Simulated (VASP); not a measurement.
# In2Au (I4/mmm) in VASP: further runs

In2Au is run at these levels: LDA; tasks: electric field gradients.

All numbers are computed with VASP 6.6.1; they aren't measurements. Logs are shortened: lines on timing, memory, paths and dates and some standing lists are left out, and cuts for length are marked.

## 1. The cell of the first run

It takes space group I4/mmm (No. 139, tetragonal). The conventional cell has a = 4.598 Å, b = 4.598 Å, c = 6.372 Å, α = 90.00°, β = 90.00°, γ = 90.00°. In (site symmetry -4m2) has 4 Au at 2.80 Å and 6 In at 3.19 to 3.25 Å within 3.7 Å. Au (site symmetry 4/mmm) has 8 In at 2.80 Å within 3.7 Å.

## 2. Electric field gradients, LDA (zz strain of -2 %)

The input, INCAR:

```
ALGO = Normal
EDIFF = 1E-8
ENCUT = 520
ISIF = 2
ISMEAR = -1
LASPH = True
LCHARG = False
LEFG = True
LREAL = False
LWAVE = False
NBANDS = 26
NELM = 60
PREC = Accurate
SIGMA = 0.05
```

The input, KPOINTS:

```
k-points
0
Gamma
  10 10 10
```

The input, POSCAR:

```
In2Au
1.0
    0.0000000000      3.2510000000      3.1859800000
    3.2510000000      0.0000000000      3.1859800000
    3.2510000000      3.2510000000      0.0000000000
In Au
2 1
Direct
    0.2500000000      0.2500000000      0.2500000000
    0.7500000000      0.7500000000      0.7500000000
    0.0000000000      0.0000000000      0.0000000000
```

Potentials or basis: VASP PAW LDA potentials, release 64 (In_d, Au).

Started as:

```console
> cat potpaw_LDA.64/In_d/POTCAR potpaw_LDA.64/Au/POTCAR > POTCAR
> mpirun -np 1 vasp_std > vasp.out
```

OUTCAR:

```text
EDIFF = 1E-8
   ENCUT = 520
   ISIF = 2
   ISMEAR = -1
   LASPH = True
   LREAL = False
   NELM = 60
   PREC = Accurate

 ion  position               nearest neighbor table
   1  0.250  0.250  0.250-   3 2.80   3 2.80   3 2.80   3 2.80   2 3.19   2 3.19   2 3.25   2 3.25
                             2 3.25   2 3.25
   2  0.750  0.750  0.750-   3 2.80   3 2.80   3 2.80   3 2.80   1 3.19   1 3.19   1 3.25   1 3.25
                             1 3.25   1 3.25
   3  0.000  0.000  0.000-   2 2.80   2 2.80   2 2.80   1 2.80   2 2.80   1 2.80   1 2.80   1 2.80

  LATTYP: Found a body centered tetragonal cell.
 ALAT       =     4.5976082913
 C/A-ratio  =     1.3859292911

  Lattice vectors:

 A1 = (   0.0000000000,  -3.2510000000,  -3.1859800000)
 A2 = (   0.0000000000,   3.2510000000,  -3.1859800000)
 A3 = (   3.2510000000,   0.0000000000,   3.1859800000)

Analysis of symmetry for initial positions (statically):
=====================================================================
 Subroutine PRICEL returns:
 Original cell was already a primitive cell.

 Routine SETGRP: Setting up the symmetry group for a
 body centered tetragonal supercell.

 Subroutine GETGRP returns: Found 16 space group operations
 (whereof 16 operations were pure point group operations)
 out of a pool of 16 trial point group operations.

The static configuration has the point symmetry D_4h.

Analysis of symmetry for dynamics (positions and initial velocities):
=====================================================================
 Subroutine PRICEL returns:
 Original cell was already a primitive cell.

 Routine SETGRP: Setting up the symmetry group for a
 body centered tetragonal supercell.

 Subroutine GETGRP returns: Found 16 space group operations
 (whereof 16 operations were pure point group operations)
 out of a pool of 16 trial point group operations.

The dynamic configuration has the point symmetry D_4h.

 Subroutine INISYM returns: Found 16 space group operations
 (whereof 16 operations are pure point group operations),
 and found     1 'primitive' translations

----------------------------------------------------------------------------------------

                                     Primitive cell

  volume of cell :      67.3453

  direct lattice vectors                    reciprocal lattice vectors
     0.000000000  3.251000000  3.185980000    -0.153798831  0.153798831  0.156937583
     3.251000000  0.000000000  3.185980000     0.153798831 -0.153798831  0.156937583
     3.251000000  3.251000000  0.000000000     0.153798831  0.153798831 -0.156937583

  length of vectors
     4.551864405  4.551864405  4.597608291     0.268211793  0.268211793  0.268211793

  position of ions in fractional coordinates (direct lattice)
     0.250000000  0.250000000  0.250000000
     0.750000000  0.750000000  0.750000000
     0.000000000  0.000000000  0.000000000

  ion indices of the primitive-cell ions
   primitive index   ion index
                 1           1
                 2           2
                 3           3

----------------------------------------------------------------------------------------

 KPOINTS: k-points

Automatic generation of k-mesh.
 Grid dimensions read from file:
 generate k-points for:   10   10   10

 Generating k-lattice:

  Cartesian coordinates                     Fractional coordinates (reciprocal lattice)
    -0.015379883  0.015379883  0.015693758     0.100000000  0.000000000  0.000000000
     0.015379883 -0.015379883  0.015693758     0.000000000  0.100000000  0.000000000
     0.015379883  0.015379883 -0.015693758    -0.000000000 -0.000000000  0.100000000

  Length of vectors
     0.026821179  0.026821179  0.026821179

  Shift w.r.t. Gamma in fractional coordinates (k-lattice)
     0.000000000  0.000000000  0.000000000

 Subroutine IBZKPT returns following result:
 ===========================================

 Found    102 irreducible k-points:

 Following reciprocal coordinates:
            Coordinates               Weight
  0.000000  0.000000  0.000000      1.000000
  0.100000  0.000000  0.000000      8.000000
  0.200000  0.000000  0.000000      8.000000
  0.300000  0.000000  0.000000      8.000000
  0.400000 -0.000000  0.000000      8.000000
  0.500000  0.000000  0.000000      4.000000
[... 16 lines left out ...]
  0.300000  0.300000  0.000000      2.000000
  0.400000  0.300000  0.000000      8.000000
 [... further k-points ...]
   k-points           NKPTS =    102   k-points in BZ     NKDIM =    102   number of bands    NBANDS=     26
   number of dos      NEDOS =    301   number of ions     NIONS =      3
   total plane-waves  NPLWV =  46656
   dimension x,y,z NGX =    36 NGY =   36 NGZ =   36
   dimension x,y,z NGXF=    72 NGYF=   72 NGZF=   72
   ions per type =               2   1
   NGX,Y,Z   is equivalent  to a cutoff of  13.15, 13.15, 13.02 a.u.
   NGXF,Y,Z  is equivalent  to a cutoff of  26.30, 26.30, 26.03 a.u.
 SYSTEM =  unknown system
   PREC   = accura    normal or accurate (medium, high low for compatibility)
   ISTART =      0    job   : 0-new  1-cont  2-samecut
   ICHARG =      2    charge: 1-file 2-atom 10-const
   ISPIN  =      1    spin polarized calculation?
   LNONCOLLINEAR =      F non collinear calculations
   LSORBIT =      F    spin-orbit coupling
   LASPH  =      T    aspherical Exc in radial PAW
   ENCUT  =  520.0 eV  38.22 Ry    6.18 a.u.   8.46  8.46  8.55*2*pi/ulx,y,z
   NELM   =     60;   NELMIN=  2; NELMDL= -5     # of ELM steps
   EDIFF  = 0.1E-07   stopping-criterion for ELM
   LREAL  =      F    real-space projection
   EDIFFG = 0.1E-06   stopping-criterion for IOM
   NSW    =      0    number of steps for IOM
   IBRION =     -1    ionic relax: 0-MD 1-quasi-New 2-CG
   NFREE  =      0    steps in history (QN), initial steepest desc. (CG)
   ISIF   =      2    stress and relaxation
   ISYM   =      2    0-nonsym 1-usesym 2-fastsym
   POTIM  = 0.5000    time-step for ionic-motion
   TEBEG  =    0.0;   TEEND  =   0.0 temperature during run
   PSTRESS=    0.0 pullay stress
   NELECT =      37.0000    total number of electrons
   NUPDOWN=      -1.0000    fix difference up-down
   EMIN   =  10.00;   EMAX   =-10.00  energy-range for DOS
   EFERMI =   0.00;   METHOD = LEGACY
   ISMEAR =    -1;   SIGMA  =   0.05  broadening in eV -4-tet -1-fermi 0-gaus
   EFERMI_NEDOS =   21; number of points for ismear=-14 and -15
   IALGO  =     38    algorithm
   IMIX   =      4    mixing-type and parameters
     AMIX     =   0.40;   BMIX     =  1.00
     AMIX_MAG =   1.60;   BMIX_MAG =  1.00
  volume/ion in A,a.u.               =      22.45       151.49
  Fermi-wavevector in a.u.,A,eV,Ry     =   1.340828  2.533798 24.460823  1.797820
  Thomas-Fermi vector in A             =   2.469110
   LORBIT       =      0    0 simple, 1 ext, 2 COOP (PROOUT), +10 PAW based schemes
   GGA     = CA    functional components
   LHFCALC =     F    Hartree Fock is set to
   AEXX    =    0.0000 exact exchange contribution
   IVDW    =     0    specifies the selected vdW correction
   LEPSILON=     F    determine dielectric tensor
   LRPA    =     F    only Hartree local field effects (RPA)
 non-spin polarized calculation
  energy-cutoff  :      520.00
  volume of cell :       67.35
 maximum number of plane-waves:      1835
 NGX is ok and might be reduce to    36
   NGX = 17   NGY = 17   NGZ = 17

 number of electron      36.9999990 magnetization

 Free energy of the ion-electron system (eV)
  ---------------------------------------------------
  ext. energy  EPLUGINS =         0.00000000
  ---------------------------------------------------
  free energy    TOTEN  =       -11.69163313 eV

  energy without entropy =      -11.68291402  energy(sigma->0) =      -11.68727358

 E-fermi :   8.1271     XC(G=0): -11.1451

 val. band max:        8.1024518841   @ k =   0.5000   0.1000   0.2000
 cond. band min:       8.1287478900   @ k =   0.4000   0.0000   0.1000
 fundamental gap:      0.0262960059
 Fermi energy:         8.1271021906

 k-point     1 :       0.0000    0.0000    0.0000
  band No.  band energies     occupation
      1      -6.7826      2.00000
      2      -6.7481      2.00000
      3      -6.6085      2.00000
      4      -6.6085      2.00000
      5      -6.5869      2.00000
      6      -6.3116      2.00000
[... 685 lines left out ...]
     25      18.1217      0.00000
     26      18.4996      0.00000

 [... further k-points ...]

------------------------ aborting loop because EDIFF is reached ----------------------------------------

  FORCE on cell =-STRESS in cart. coord.  units (eV):
  Direction    XX          YY          ZZ          XY          YZ          ZX
  --------------------------------------------------------------------------------------
  -------------------------------------------------------------------------------------
  Total        0.0108923      0.0108923      0.3460011      0.0000000      0.0000000      0.0000000
  in kB        0.2591341      0.2591341      8.2315388      0.0000000      0.0000000      0.0000000
  external PRESSURE =       2.9166023 kB  Pullay stress =       0.0000000 kB

 VOLUME and BASIS-vectors are now :
 -----------------------------------------------------------------------------
  energy-cutoff  :      520.00
  volume of cell :       67.35
      direct lattice vectors                 reciprocal lattice vectors
     0.000000000  3.251000000  3.185980000    -0.153798831  0.153798831  0.156937583
     3.251000000  0.000000000  3.185980000     0.153798831 -0.153798831  0.156937583
     3.251000000  3.251000000  0.000000000     0.153798831  0.153798831 -0.156937583

 POSITION                                       TOTAL-FORCE (eV/Angst)
 -----------------------------------------------------------------------------------
      1.62550      1.62550      1.59299        -0.000000      0.000000      0.000000
      4.87650      4.87650      4.77897         0.000000     -0.000000     -0.000000
      0.00000      0.00000      0.00000        -0.000000     -0.000000      0.000000
 -----------------------------------------------------------------------------------
    total drift:                                0.000000      0.000000      0.000000

  FREE ENERGIE OF THE ION-ELECTRON SYSTEM (eV)
  ---------------------------------------------------
  free  energy   TOTEN  =       -11.6916331348 eV

  energy  without entropy=      -11.6829140212  energy(sigma->0) =      -11.68727358

 Electric field gradients (V/A^2)
---------------------------------------------------------------------
 ion       V_xx      V_yy      V_zz      V_xy      V_xz      V_yz
---------------------------------------------------------------------
   1       1.392     1.392    -2.784     0.001     0.001     0.001
   2       1.392     1.392    -2.784     0.001     0.001     0.001
   3      -2.909    -2.909     5.818     0.000    -0.000    -0.000
---------------------------------------------------------------------

 Electric field gradients after diagonalization (V/A^2)
 (convention: |V_zz| > |V_xx| > |V_yy|)
----------------------------------------------------------------------
 ion       V_xx      V_yy      V_zz     asymmetry (V_yy - V_xx)/ V_zz
----------------------------------------------------------------------
   1       1.393     1.391    -2.784       0.001
   2       1.393     1.391    -2.784       0.001
   3      -2.909    -2.909     5.818       0.000
----------------------------------------------------------------------

           NMR quadrupolar parameters

 Cq : quadrupolar parameter    Cq=e*Q*V_zz/h
 eta: asymmetry parameters     (V_yy - V_xx)/ V_zz
 Q  : nuclear electric quadrupole moment in mb (millibarn)
----------------------------------------------------------------------
 ion       Cq(MHz)       eta       Q (mb)
----------------------------------------------------------------------
   1      -0.007       0.001       1.000
   2      -0.007       0.001       1.000
   3       0.014       0.000       1.000
----------------------------------------------------------------------
```

Run time: 4.1 min. Hardware: 1 thread of AMD EPYC 7R43 (Zen 3), shared host; peak memory 0.26 GiB.

What came out:

```yaml
Free_energy: -11.6916 eV
Pressure: 0.3 GPa
Band_gap_on_the_k_mesh: zero (an odd number of electrons rules out a gap without spin polarisation)
Largest_electric_field_gradient_by_atom: In -2.8; Au +5.8 V/Å²
```

Electric field gradients, principal values (V/Å²):
```tsv
atom	least	middle	greatest (by size)
1 In	1.391	1.393	-2.784
2 In	1.391	1.393	-2.784
3 Au	-2.909	-2.909	5.818
```

Caveat: the cell differs from its parent crystal (zz strain of -2 %); without QUAD_EFG the Cq values of the log hold for a quadrupole moment of 1 mb, not for the nuclei; spin-orbit coupling is left out, which moves the levels of the heavy elements.

## 3. Electric field gradients, LDA (zz strain of +1 %)

The input, INCAR:

```
SYSTEM = In2Au
PREC = Accurate
ENCUT = 520
EDIFF = 1E-8
ISMEAR = -1
SIGMA = 0.05
LREAL = .FALSE.
LASPH = .TRUE.
NELM = 100
ALGO = Normal
ISIF = 2
LWAVE = .FALSE.
LCHARG = .FALSE.
LEFG = .TRUE.
NBANDS = 26
```

The input, KPOINTS:

```
regular mesh
0
G
  10 10 10
  0 0 0
```

The input, POSCAR:

```
In2Au
1.0
    0.0000000000      3.2510000000      3.2835100000
    3.2510000000      0.0000000000      3.2835100000
    3.2510000000      3.2510000000      0.0000000000
In Au
2 1
Direct
    0.2500000000      0.2500000000      0.2500000000
    0.7500000000      0.7500000000      0.7500000000
    0.0000000000      0.0000000000      0.0000000000
```

Potentials or basis: VASP PAW LDA potentials, release 64 (In_d, Au).

Started as:

```console
> cat potpaw_LDA.64/In_d/POTCAR potpaw_LDA.64/Au/POTCAR > POTCAR
> mpirun -np 1 vasp_std > vasp.out
```

OUTCAR:

```text
SYSTEM = In2Au
   PREC = Accurate
   ENCUT = 520
   EDIFF = 1E-8
   ISMEAR = -1
   LREAL = .FALSE.
   LASPH = .TRUE.
   NELM = 100
   ISIF = 2

 ion  position               nearest neighbor table
   1  0.250  0.250  0.250-   3 2.82   3 2.82   3 2.82   3 2.82   2 3.25   2 3.25   2 3.25   2 3.25
                             2 3.28   2 3.28
   2  0.750  0.750  0.750-   3 2.82   3 2.82   3 2.82   3 2.82   1 3.25   1 3.25   1 3.25   1 3.25
                             1 3.28   1 3.28
   3  0.000  0.000  0.000-   1 2.82   2 2.82   2 2.82   2 2.82   2 2.82   1 2.82   1 2.82   1 2.82

  LATTYP: Found a body centered tetragonal cell.
 ALAT       =     4.5976082913
 C/A-ratio  =     1.4283556980

  Lattice vectors:

 A1 = (  -3.2510000000,   0.0000000000,   3.2835100000)
 A2 = (   3.2510000000,   0.0000000000,   3.2835100000)
 A3 = (   0.0000000000,   3.2510000000,  -3.2835100000)

Analysis of symmetry for initial positions (statically):
=====================================================================
 Subroutine PRICEL returns:
 Original cell was already a primitive cell.

[... 896 lines left out ...]
 -----------------------------------------------------------------------------------
      1.62550      1.62550      1.64176         0.000000      0.000000     -0.000000
      4.87650      4.87650      4.92527        -0.000000     -0.000000     -0.000000
      0.00000      0.00000      0.00000         0.000000     -0.000000      0.000000
 -----------------------------------------------------------------------------------
    total drift:                                0.000000      0.000000      0.000000

  FREE ENERGIE OF THE ION-ELECTRON SYSTEM (eV)
  ---------------------------------------------------
  free  energy   TOTEN  =       -11.6835380873 eV

  energy  without entropy=      -11.6734202341  energy(sigma->0) =      -11.67847916

 Electric field gradients (V/A^2)
---------------------------------------------------------------------
 ion       V_xx      V_yy      V_zz      V_xy      V_xz      V_yz
---------------------------------------------------------------------
   1      -0.418    -0.418     0.837     0.002     0.002     0.002
   2      -0.418    -0.418     0.837     0.002     0.002     0.002
   3       2.120     2.120    -4.241     0.000     0.000     0.000
---------------------------------------------------------------------

 Electric field gradients after diagonalization (V/A^2)
 (convention: |V_zz| > |V_xx| > |V_yy|)
----------------------------------------------------------------------
 ion       V_xx      V_yy      V_zz     asymmetry (V_yy - V_xx)/ V_zz
----------------------------------------------------------------------
   1      -0.420    -0.416     0.837       0.005
   2      -0.420    -0.416     0.837       0.005
   3       2.121     2.120    -4.241       0.000
----------------------------------------------------------------------

           NMR quadrupolar parameters

 Cq : quadrupolar parameter    Cq=e*Q*V_zz/h
 eta: asymmetry parameters     (V_yy - V_xx)/ V_zz
 Q  : nuclear electric quadrupole moment in mb (millibarn)
----------------------------------------------------------------------
 ion       Cq(MHz)       eta       Q (mb)
----------------------------------------------------------------------
   1       0.002       0.005       1.000
   2       0.002       0.005       1.000
   3      -0.010       0.000       1.000
----------------------------------------------------------------------
```

Run time: 4 min. Hardware: 1 thread of AMD EPYC 7R43 (Zen 3), shared host; peak memory 0.26 GiB.

What came out:

```yaml
Free_energy: -11.6835 eV
Pressure: -1.9 GPa
Band_gap_on_the_k_mesh: zero (an odd number of electrons rules out a gap without spin polarisation)
Largest_electric_field_gradient_by_atom: In +0.8; Au -4.2 V/Å²
```

Stress tensor (GPa, compression positive):
```
-1.78  0.00  0.00
 0.00 -1.78  0.00
 0.00  0.00 -2.11
```

Electric field gradients, principal values (V/Å²):
```csv
atom,least,middle,greatest (by size)
1 In,-0.416,-0.420,0.837
2 In,-0.416,-0.420,0.837
3 Au,2.120,2.121,-4.241
```

Caveat: the cell differs from its parent crystal (zz strain of +1 %); without QUAD_EFG the Cq values of the log hold for a quadrupole moment of 1 mb, not for the nuclei; spin-orbit coupling is left out, which moves the levels of the heavy elements.

The gap in the log of VASP goes by the Fermi energy; the results here count the filled bands.